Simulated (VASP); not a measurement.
Wanted: the native input for a VASP 6.6.1 run.

```yaml
Task: single point
Functional: PBEsol
Potentials_or_basis: VASP PAW PBE potentials, release 64 (Hf_pv)
Cutoff: 520 eV
k_mesh: 12 × 12 × 1
Occupations: gaussian, width 0.1 eV
Spin: no spin polarisation
Dipole_correction: yes
Further_INCAR_settings: ALGO = Normal; EDIFF = 1e-06; NBANDS = 28
```

The structure of Hf lies in POSCAR:

```
Hf
1.0
    3.2047644779      0.0000000000      0.0000000000
   -1.6023822390      2.7754074510      0.0000000000
    0.0000000000      0.0000000000     22.6013660601
Hf
4
Direct
    0.3333333333      0.6666666667      0.3318383491
    0.6666666667      0.3333333333      0.4439461164
    0.3333333333      0.6666666667      0.5560538836
    0.6666666667      0.3333333333      0.6681616509
```

These files were run (other wordings do the same):

INCAR

```
  ALGO = Normal
  DIPOL = 0.5 0.5 0.500
  EDIFF = 1E-6
  ENCUT = 520
  GGA = PS
  IDIPOL = 3
  ISIF = 2
  ISMEAR = 0
  LASPH = True
  LCHARG = True
  LDIPOL = True
  LELF = True
  LREAL = False
  LVACPOTAV = True
  LVHAR = True
  LWAVE = False
  NBANDS = 28
  NELM = 80
  PREC = Accurate
  SIGMA = 0.1
```

KPOINTS

```
k-points
0
Gamma
  12 12 1
```

Potentials or basis: VASP PAW PBE potentials, release 64 (Hf_pv).

The run is started by

```bash
$ cat potpaw_PBE.64/Hf_pv/POTCAR > POTCAR
$ mpirun -np 1 vasp_std > vasp.out
```

Results of the run:

```
Largest force          : 0.899 eV/Å
Band gap on the k mesh : zero (bands 20 and 21 overlap by 1.00 eV)
```

Caveat: the PAW data sets were made with another functional, which shifts forces and pressure a little; spin-orbit coupling is left out, which moves the levels of the heavy elements.

Run time: 110 s on 1 thread of AMD EPYC 9R45 96-Core Processor (Zen 5) (shared host), peak memory 0.3 GiB.
